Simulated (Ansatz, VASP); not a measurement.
## Zr: VASP beside Ansatz

File INCAR:

```
SYSTEM = Zr
ALGO = Fast
EDIFF = 1E-7
EDIFFG = -0.005
ENCUT = 600
IBRION = 2
ISIF = 3
ISMEAR = 0
LASPH = .True.
LCHARG = .False.
LREAL = .False.
LWAVE = .False.
NELM = 100
NSW = 100
PREC = Accurate
SIGMA = 0.1
```

File KPOINTS:

```
k-points
0
Gamma
  15 15 8
  0 0 0
```

File POSCAR:

```
Zr
1.0
    3.2320000000      0.0000000000      0.0000000000
   -1.6160000000      2.7989941050      0.0000000000
    0.0000000000      0.0000000000      5.1470000000
Zr
2
Direct
    0.3333333333      0.6666666667      0.2500000000
    0.6666666667      0.3333333333      0.7500000000
```

Input for Ansatz:

```yaml
crystal:
  lattice:
    - [3.232, 0.0, 0.0]
    - [-1.616, 2.798994105, 0.0]
    - [0.0, 0.0, 5.147]
  atoms:
    - { symbol: Zr, position: [0.3333333333, 0.6666666667, 0.25] }
    - { symbol: Zr, position: [0.6666666667, 0.3333333333, 0.75] }
basis:
  ecutwfc: 420
kpoints:
  mp_grid: { grid: [15, 15, 8] }
hamiltonian:
  xc: lda
scf:
  occupations: { method: gaussian, width: 0.1 }
output:
  forces: true
  stress: true
  eigenvalues: true
  write_density: true
  write_potential: true
  elf: true
  volumetric_format: npy
relax:
  adjacent_minimum: "off"
  f_tol: 0.005
  max_steps: 80
  cell: { stress_tol: 0.05 }
```

Alike in both runs: task relaxation of cell and atoms; functional LDA; k mesh 15 × 15 × 8; occupations gaussian, width 0.1 eV; no spin polarisation.

```csv
,VASP,Ansatz
version,VASP 6.6.1,Ansatz 0.2.0
potentials or method,"VASP PAW LDA potentials, release 64 (Zr_sv), cutoff 600 eV","scalar-relativistic, plane waves, PAW"
valence electrons in the cell,24,24
```

Ansatz gave:

| Property | Result |
| --- | --- |
| gap on the k mesh at the Fermi level, each at its own relaxed structure (eV) | none |
| relaxed volume (Å³/atom) | 21.78 |
| relaxed cell length with the largest relative difference (Å) | 5.092 |

Problem. Estimate VASP's values.

Solution. gap on the k mesh at the Fermi level, each at its own relaxed structure (eV): none; relaxed volume (Å³/atom): 21.80; relaxed cell length with the largest relative difference (Å): 5.097.

LDA's correlation is that of Perdew and Zunger in VASP and of Perdew and Wang (1992) in Ansatz. A gap of «none» marks a metal or a gap that the smearing closes.
